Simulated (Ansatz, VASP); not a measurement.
ZrC in VASP and in Ansatz

Contents of INCAR:

```
PREC = Accurate
ENCUT = 520
EDIFF = 1E-6
ISMEAR = -1
SIGMA = 0.05
LREAL = False
LASPH = True
NELM = 80
ALGO = Normal
ISIF = 2
LWAVE = False
LCHARG = True
GGA = CA
LELF = True
LVHAR = True
NBANDS = 15
```

File KPOINTS:

```
regular mesh
0
Gamma
  10 10 10
```

The input POSCAR:

```
ZrC
1.0
    0.0000000000      2.3167211471      2.3167211471
    2.3167211471      0.0000000000      2.3167211471
    2.3167211471      2.3167211471      0.0000000000
Zr C
1 1
Direct
    0.5000000000      0.5000000000      0.5000000000
    0.0000000000      0.0000000000      0.0000000000
```

The input input.yaml:

```yaml
crystal:
  lattice:
    - [0.0, 2.3167211471, 2.3167211471]
    - [2.3167211471, 0.0, 2.3167211471]
    - [2.3167211471, 2.3167211471, 0.0]
  atoms:
    - { symbol: Zr, position: [0.5, 0.5, 0.5] }
    - { symbol: C, position: [0.0, 0.0, 0.0] }
hamiltonian:
  xc: lda
  pseudopotentials: { kind: paw, xc_functional: lda, accuracy: standard }
kpoints:
  mp_grid: { grid: [10, 10, 10] }
scf:
  occupations: { method: fermi_dirac, width: 0.05 }
output:
  forces: true
  stress: true
  eigenvalues: true
```

Alike in both runs: task single point; functional LDA; k mesh 10 × 10 × 10; occupations fermi-dirac, width 0.05 eV; no spin polarisation.

|  | VASP | Ansatz |
| --- | --- | --- |
| version | VASP 6.6.1 | Ansatz 0.2.0 |
| potentials or method | VASP PAW LDA potentials, release 64 (Zr_sv, C) | JTH PAW LDA |
| plane-wave cutoff (eV) | 520 | 990 |
| valence electrons in the cell | 16 | 16 |

|  | VASP | Ansatz | Ansatz less VASP |
| --- | --- | --- | --- |
| gap on the k mesh at the Fermi level (eV) | none | none | - |
| pressure (GPa) | 2.0 | 1.2 | -0.77 |

LDA's correlation is that of Perdew and Zunger in VASP and of Perdew and Wang (1992) in Ansatz. A gap of «none» marks a metal or a gap that the smearing closes.
